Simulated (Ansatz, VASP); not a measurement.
Two plane-wave programs on SiO

File POSCAR:

```
SiO
1.0
    2.8069700000      0.0000000000      0.0000000000
    0.0000000000      2.8069700000      0.0000000000
    0.0000000000      0.0000000000      2.8069700000
Si O
1 1
Direct
    0.0000000000      0.0000000000      0.0000000000
    0.5000000000      0.5000000000      0.5000000000
```

The input INCAR.step1:

```
SYSTEM = SiO
  ALGO = Normal
  EDIFF = 1E-5
  ENCUT = 600
  GGA = PE
  ISMEAR = -1
  LASPH = .True.
  LCHARG = .False.
  LREAL = .False.
  LWAVE = .True.
  NBANDS = 12
  NELM = 60
  PREC = Accurate
  SIGMA = 0.05
```

The input INCAR.step2:

```
SYSTEM = SiO
  AEXX = 1.0
  AGGAC = 0.0
  ALDAC = 0.0
  ALGO = Normal
  EDIFF = 1E-7
  EDIFFG = -0.01
  ENCUT = 600
  GGA = PE
  IBRION = 2
  ISIF = 3
  ISMEAR = -1
  ISTART = 1
  LASPH = .True.
  LCHARG = .False.
  LHFCALC = .True.
  LREAL = .False.
  LWAVE = .False.
  NELM = 60
  NSW = 60
  PREC = Accurate
  PRECFOCK = Normal
  SIGMA = 0.05
```

The input KPOINTS:

```
k-points
0
Gamma
  5 5 5
  0 0 0
```

The input input:

```
crystal:
  lattice:
    - [2.80697, 0.0, 0.0]
    - [0.0, 2.80697, 0.0]
    - [0.0, 0.0, 2.80697]
  atoms:
    - { symbol: Si, position: [0.0, 0.0, 0.0] }
    - { symbol: O, position: [0.5, 0.5, 0.5] }
hamiltonian:
  xc: hf
  pseudopotentials: { kind: paw }
kpoints:
  mp_grid: { grid: [5, 5, 5] }
scf:
  occupations: { method: fermi_dirac, width: 0.05 }
output:
  forces: true
  stress: true
  eigenvalues: true
  write_density: true
  write_potential: true
  elf: true
  volumetric_format: npy
relax:
  f_tol: 0.01
  max_steps: 40
  cell: { stress_tol: 0.05 }
```

Alike in both runs: task relaxation of cell and atoms; functional HF; k mesh 5 × 5 × 5; occupations fermi-dirac, width 0.05 eV; no spin polarisation.

|  | VASP | Ansatz |
| --- | --- | --- |
| version | VASP 6.6.1 | Ansatz 0.2.0 |
| potentials or method | VASP PAW PBE potentials, release 64 (Si, O) | Ansatz PAW |
| plane-wave cutoff (eV) | 600 | 420 |
| valence electrons in the cell | 10 | 10 |

|  | VASP | Ansatz | Ansatz less VASP |
| --- | --- | --- | --- |
| gap on the k mesh at the Fermi level, each at its own relaxed structure (eV) | 7.02 | 6.88 | -0.137 |
| relaxed volume (Å³/atom) | 11.67 | 11.74 | +0.066 |
| relaxed cell length with the largest relative difference (Å) | 2.858 | 2.863 | +0.0054 |

VASP's potentials were made for PBE, not for HF.

The k mesh is coarse, so the values compare programs but aren't converged. Noted on Ansatz's run: odd divisions of the mesh miss points on the zone boundary, where band edges often lie, so the gap on the mesh can be too wide; the plane-wave basis is chosen anew once the cell has moved, so the energies of steps on either side of that aren't comparable.
